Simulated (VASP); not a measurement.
# PtSe2 (P-3m1) in VASP: relaxation of the atoms with PBE+D3(BJ)

Aim: the relaxation of the atoms of PtSe2 with PBE+D3(BJ).

All numbers are computed with VASP 6.6.1; they aren't measurements. Logs are shortened: lines on timing, memory, paths and dates and some standing lists are left out, and cuts for length are marked.

## 1. The cell of the first run

Symmetry: P-3m1, No. 164, trigonal system. The conventional cell has a = 3.724 Å, b = 3.724 Å, c = 5.062 Å, α = 90.00°, β = 90.00°, γ = 120.00°. Within 3.3 Å of Pt (site symmetry -3m) lie 6 Se at 2.49 Å. Se (site symmetry 3m) has 3 Pt at 2.49 Å and 6 Se at 3.32 Å within 3.4 Å.

## 2. Relaxation of the atoms, PBE+D3(BJ)

Contents of INCAR:

```
  PREC = Accurate
  ENCUT = 450
  EDIFF = 1E-7
  ISMEAR = 0
  SIGMA = 0.1
  LREAL = False
  LASPH = True
  NELM = 120
  ALGO = Normal
  ISIF = 2
  LWAVE = False
  LCHARG = False
  GGA = PE
  IVDW = 12
  IBRION = 2
  NSW = 70
  EDIFFG = -0.002
  GGA_COMPAT = False
  NELMIN = 4
```

Contents of KPOINTS:

```
Automatic mesh
0
Gamma
  15 15 8
```

Contents of POSCAR:

```
PtSe2
1.0
    3.7240000000      0.0000000000      0.0000000000
   -1.8620000000      3.2250786037      0.0000000000
    0.0000000000      0.0000000000      5.0620000000
Pt Se
1 2
Direct
    0.0000000000      0.0000000000      0.0000000000
    0.3333333333      0.6666666667      0.2500000000
    0.6666666667      0.3333333333      0.7500000000
```

Potentials or basis: VASP PAW PBE potentials, release 64 (Pt, Se).

Command:

```
> cat potpaw_PBE.64/Pt/POTCAR potpaw_PBE.64/Se/POTCAR > POTCAR
> mpirun -np 1 vasp_std > vasp.out
```

OUTCAR:

```text
PREC = Accurate
   ENCUT = 450
   EDIFF = 1E-7
   ISMEAR = 0
   LREAL = False
   LASPH = True
   NELM = 120
   ISIF = 2
   GGA = PE
   IVDW = 12
   IBRION = 2
   NSW = 70
   EDIFFG = -0.002
   NELMIN = 4
 IVDW          = 12

 ion  position               nearest neighbor table
   1  0.000  0.000  0.000-   2 2.49   3 2.49   3 2.49   2 2.49   3 2.49   2 2.49
   2  0.333  0.667  0.250-   1 2.49   1 2.49   1 2.49
   3  0.667  0.333  0.750-   1 2.49   1 2.49   1 2.49

  LATTYP: Found a hexagonal cell.
 ALAT       =     3.7240000000
 C/A-ratio  =     1.3592910849

  Lattice vectors:

 A1 = (   3.7240000000,   0.0000000000,   0.0000000000)
 A2 = (  -1.8620000000,   3.2250786037,   0.0000000000)
 A3 = (   0.0000000000,   0.0000000000,   5.0620000000)

Analysis of symmetry for initial positions (statically):
=====================================================================
 Subroutine PRICEL returns:
 Original cell was already a primitive cell.

 Routine SETGRP: Setting up the symmetry group for a
 hexagonal supercell.

 Subroutine GETGRP returns: Found 12 space group operations
 (whereof 12 operations were pure point group operations)
 out of a pool of 24 trial point group operations.

The static configuration has the point symmetry D_3d.

Analysis of symmetry for dynamics (positions and initial velocities):
=====================================================================
 Subroutine PRICEL returns:
 Original cell was already a primitive cell.

 Routine SETGRP: Setting up the symmetry group for a
 hexagonal supercell.

 Subroutine GETGRP returns: Found 12 space group operations
 (whereof 12 operations were pure point group operations)
 out of a pool of 24 trial point group operations.

The dynamic configuration has the point symmetry D_3d.

 Subroutine INISYM returns: Found 12 space group operations
 (whereof 12 operations are pure point group operations),
 and found     1 'primitive' translations

----------------------------------------------------------------------------------------

                                     Primitive cell

  volume of cell :      60.7956

  direct lattice vectors                    reciprocal lattice vectors
     3.724000000  0.000000000  0.000000000     0.268528464  0.155034981  0.000000000
    -1.862000000  3.225078604  0.000000000     0.000000000  0.310069962  0.000000000
     0.000000000  0.000000000  5.062000000     0.000000000  0.000000000  0.197550375

  length of vectors
     3.724000000  3.724000000  5.062000000     0.310069962  0.310069962  0.197550375

  position of ions in fractional coordinates (direct lattice)
     0.000000000  0.000000000  0.000000000
     0.333333333  0.666666667  0.250000000
     0.666666667  0.333333333  0.750000000

  ion indices of the primitive-cell ions
   primitive index   ion index
                 1           1
                 2           2
                 3           3

----------------------------------------------------------------------------------------

 KPOINTS: Automatic mesh

Automatic generation of k-mesh.
 Grid dimensions read from file:
 generate k-points for:   15   15    8

 Generating k-lattice:

  Cartesian coordinates                     Fractional coordinates (reciprocal lattice)
     0.017901898  0.010335665  0.000000000     0.066666667  0.000000000  0.000000000
     0.000000000  0.020671331  0.000000000     0.000000000  0.066666667  0.000000000
     0.000000000  0.000000000  0.024693797     0.000000000  0.000000000  0.125000000

  Length of vectors
     0.020671331  0.020671331  0.024693797

  Shift w.r.t. Gamma in fractional coordinates (k-lattice)
     0.000000000  0.000000000  0.000000000

 Subroutine IBZKPT returns following result:
 ===========================================

 Found    192 irreducible k-points:

 Following reciprocal coordinates:
            Coordinates               Weight
  0.000000  0.000000  0.000000      1.000000
  0.066667 -0.000000  0.000000      6.000000
  0.133333 -0.000000  0.000000      6.000000
  0.200000 -0.000000  0.000000      6.000000
  0.266667 -0.000000  0.000000      6.000000
  0.333333 -0.000000  0.000000      6.000000
[... 16 lines left out ...]
  0.333333  0.200000  0.000000     12.000000
  0.400000  0.200000  0.000000      6.000000
 [... further k-points ...]
   k-points           NKPTS =    192   k-points in BZ     NKDIM =    192   number of bands    NBANDS=     15
   number of dos      NEDOS =    301   number of ions     NIONS =      3
   total plane-waves  NPLWV =  28224
   dimension x,y,z NGX =    28 NGY =   28 NGZ =   36
   dimension x,y,z NGXF=    56 NGYF=   56 NGZF=   72
   ions per type =               1   2
   NGX,Y,Z   is equivalent  to a cutoff of  12.50, 12.50, 11.82 a.u.
   NGXF,Y,Z  is equivalent  to a cutoff of  25.00, 25.00, 23.65 a.u.
 SYSTEM =  unknown system
   PREC   = accura    normal or accurate (medium, high low for compatibility)
   ISTART =      0    job   : 0-new  1-cont  2-samecut
   ICHARG =      2    charge: 1-file 2-atom 10-const
   ISPIN  =      1    spin polarized calculation?
   LNONCOLLINEAR =      F non collinear calculations
   LSORBIT =      F    spin-orbit coupling
   LASPH  =      T    aspherical Exc in radial PAW
   ENCUT  =  450.0 eV  33.07 Ry    5.75 a.u.   6.44  6.44  8.76*2*pi/ulx,y,z
   NELM   =    120;   NELMIN=  4; NELMDL= -5     # of ELM steps
   EDIFF  = 0.1E-06   stopping-criterion for ELM
   LREAL  =      F    real-space projection
   EDIFFG = -.2E-02   stopping-criterion for IOM
   NSW    =     70    number of steps for IOM
   IBRION =      2    ionic relax: 0-MD 1-quasi-New 2-CG
   NFREE  =      1    steps in history (QN), initial steepest desc. (CG)
   ISIF   =      2    stress and relaxation
   ISYM   =      2    0-nonsym 1-usesym 2-fastsym
   POTIM  = 0.5000    time-step for ionic-motion
   TEBEG  =    0.0;   TEEND  =   0.0 temperature during run
   PSTRESS=    0.0 pullay stress
   NELECT =      22.0000    total number of electrons
   NUPDOWN=      -1.0000    fix difference up-down
   EMIN   =  10.00;   EMAX   =-10.00  energy-range for DOS
   EFERMI =   0.00;   METHOD = LEGACY
   ISMEAR =     0;   SIGMA  =   0.10  broadening in eV -4-tet -1-fermi 0-gaus
   EFERMI_NEDOS =   21; number of points for ismear=-14 and -15
   IALGO  =     38    algorithm
   IMIX   =      4    mixing-type and parameters
     AMIX     =   0.40;   BMIX     =  1.00
     AMIX_MAG =   1.60;   BMIX_MAG =  1.00
  volume/ion in A,a.u.               =      20.27       136.76
  Fermi-wavevector in a.u.,A,eV,Ry     =   1.166608  2.204570 18.517184  1.360975
  Thomas-Fermi vector in A             =   2.303119
   LORBIT       =      0    0 simple, 1 ext, 2 COOP (PROOUT), +10 PAW based schemes
   GGA     = PE    functional components
   LHFCALC =     F    Hartree Fock is set to
   AEXX    =    0.0000 exact exchange contribution
   IVDW    =    12    specifies the selected vdW correction
   LEPSILON=     F    determine dielectric tensor
   LRPA    =     F    only Hartree local field effects (RPA)
 conjugate gradient relaxation of ions
 non-spin polarized calculation
 Gauss-broadening in eV      SIGMA  =   0.10
  energy-cutoff  :      450.00
  volume of cell :       60.80
 maximum number of plane-waves:      1340
 NGX is ok and might be reduce to    28
   NGX = 13   NGY = 13   NGZ = 17

--------------------------------------- Ionic step        1  -------------------------------------------

 number of electron      22.0000000 magnetization

 Free energy of the ion-electron system (eV)
  ---------------------------------------------------
  ext. energy  EPLUGINS =         0.00000000
  ---------------------------------------------------
  free energy    TOTEN  =       -14.18741817 eV

  energy without entropy =      -14.18452827  energy(sigma->0) =      -14.18597322

------------------------ aborting loop because EDIFF is reached ----------------------------------------

 Edisp (eV)   -1.43094

 E8    (eV) :    -0.6140

  FORCE on cell =-STRESS in cart. coord.  units (eV):
  Direction    XX          YY          ZZ          XY          YZ          ZX
  --------------------------------------------------------------------------------------
  -------------------------------------------------------------------------------------
  Total       1.58135     1.58135     0.79002     0.00000     0.00000    -0.00000
  in kB      41.67423    41.67423    20.81974     0.00000     0.00000    -0.00000
  external pressure =       34.72 kB  Pullay stress =        0.00 kB
[... 100 lines left out ...]
  FREE ENERGIE OF THE ION-ELECTRON SYSTEM (eV)
  ---------------------------------------------------
  free  energy   TOTEN  =       -15.6474883924 eV

  energy  without entropy=      -15.6440585097  energy(sigma->0) =      -15.64577345

[... ionic steps 4 to 15 ...]

--------------------------------------- Ionic step       16  -------------------------------------------

 number of electron      22.0000001 magnetization

------------------------ aborting loop because EDIFF is reached ----------------------------------------

 Edisp (eV)   -1.43343

 E8    (eV) :    -0.6155
[... 71 lines left out ...]
  energy  without entropy=      -15.6440621873  energy(sigma->0) =      -15.64577663

--------------------------------------- Ionic step       18  -------------------------------------------

 number of electron      22.0000001 magnetization

 Free energy of the ion-electron system (eV)
  ---------------------------------------------------
  ext. energy  EPLUGINS =         0.00000000
  ---------------------------------------------------
  free energy    TOTEN  =       -14.21404237 eV

  energy without entropy =      -14.21061319  energy(sigma->0) =      -14.21232778

 E-fermi :   6.4609     XC(G=0): -10.6722

 val. band max:        6.4490017538   @ k =   0.0000   0.2667   0.2500
 cond. band min:       6.4653587038   @ k =  -0.2000  -0.4667   0.1250
 fundamental gap:      0.0163569500
 Fermi energy:         6.4608946463

 k-point     1 :       0.0000    0.0000    0.0000
  band No.  band energies     occupation
      1      -9.0794      2.00000
      2      -6.3375      2.00000
      3      -0.6760      2.00000
      4       0.3020      2.00000
      5       0.3020      2.00000
      6       2.6208      2.00000
      7       2.6208      2.00000
      8       3.8555      2.00000
      9       5.5187      2.00000
     10       5.5187      2.00000
     11       7.0077      0.00000
     12       7.7542      0.00000
     13       7.7542      0.00000
     14      10.1031      0.00000
     15      10.6088      0.00000
[... 397 lines left out ...]
 k-point    24 :       0.4000    0.2000    0.0000
  band No.  band energies     occupation
      1      -7.2208      2.00000
      2      -7.0756      2.00000
      3      -0.4516      2.00000
      4       0.5585      2.00000
      5       1.0973      2.00000
      6       1.5906      2.00000
      7       2.0687      2.00000
      8       3.0531      2.00000
      9       3.4235      2.00000
     10       3.9590      2.00000
     11       4.9818      2.00000
     12       6.6578      0.00536
     13       7.1882      0.00000
     14      10.5696      0.00000
     15      13.4115      0.00000

 [... further k-points ...]

------------------------ aborting loop because EDIFF is reached ----------------------------------------

 Edisp (eV)   -1.43345

 E8    (eV) :    -0.6155

  FORCE on cell =-STRESS in cart. coord.  units (eV):
  Direction    XX          YY          ZZ          XY          YZ          ZX
  --------------------------------------------------------------------------------------
  -------------------------------------------------------------------------------------
  Total       0.48068     0.48068    -0.55058     0.00000     0.00000     0.00000
  in kB      12.66770    12.66770   -14.50983     0.00000     0.00000     0.00000
  external pressure =        3.61 kB  Pullay stress =        0.00 kB
[... 18 lines left out ...]
  FREE ENERGIE OF THE ION-ELECTRON SYSTEM (eV)
  ---------------------------------------------------
  free  energy   TOTEN  =       -15.6474917400 eV

  energy  without entropy=      -15.6440625547  energy(sigma->0) =      -15.64577715

 reached required accuracy - stopping structural energy minimisation
```

It took 15 min on 1 thread of Oxide Virtual Turin-like, shared host; peak memory 0.27 GiB.

Results:

```yaml
Free_energy: -15.6475 eV
Energy_gained_by_relaxing: 9.7 meV/atom
Ionic_steps: 18
Pressure_after_relaxing: 0.4 GPa
Band_gap_on_the_k_mesh: zero (bands 11 and 12 overlap by 0.60 eV)
Dispersion_energy_per_atom: -0.478 eV
```

Step by step:
| step | energy change (eV) | largest force (eV/Å) | pressure (GPa) |
| --- | --- | --- | --- |
| 1 | 0.0000 | 0.5967 | 3.47 |
| 2 | -0.0241 | 0.2445 | 1.62 |
| 3 | -0.0291 | 0.0055 | 0.33 |
| 4 | -0.0291 | 0.0061 | 0.39 |
| 5 | -0.0291 | 0.0060 | 0.39 |
| 6 | -0.0291 | 0.0059 | 0.39 |
| 7 | -0.0291 | 0.0059 | 0.39 |
| 8 | -0.0291 | 0.0059 | 0.39 |
| 9 | -0.0291 | 0.0059 | 0.39 |
| 10 | -0.0291 | 0.0059 | 0.39 |
| 11 | -0.0291 | 0.0059 | 0.39 |
| 12 | -0.0291 | 0.0058 | 0.39 |
| 13 | -0.0291 | 0.0057 | 0.39 |
| 14 | -0.0291 | 0.0056 | 0.39 |
| 15 | -0.0291 | 0.0053 | 0.38 |
| 16 | -0.0291 | 0.0046 | 0.38 |
| 17 | -0.0291 | 0.0034 | 0.37 |
| 18 | -0.0291 | 0.0008 | 0.36 |

Final structure:
```
Pt Se
1.0
     3.72400    0.00000    0.00000
    -1.86200    3.22508    0.00000
     0.00000    0.00000    5.06200
Pt Se
1 2
Direct
  0.00000 0.00000 0.00000
  0.33333 0.66667 0.25979
  0.66667 0.33333 0.74021
```

Levels at points of the mesh, in eV from the Fermi level:
```csv
k point,band 9,band 10,band 11,band 12,band 13,band 14
"(0.00, 0.00, 0.00)",-0.94,-0.94,0.55,1.29,1.29,3.64
"(0.00, 0.00, 0.50)",-1.74,-1.48,-1.48,2.26,2.26,4.90
```

Caveat: spin-orbit coupling is left out, which moves the levels of the heavy elements.
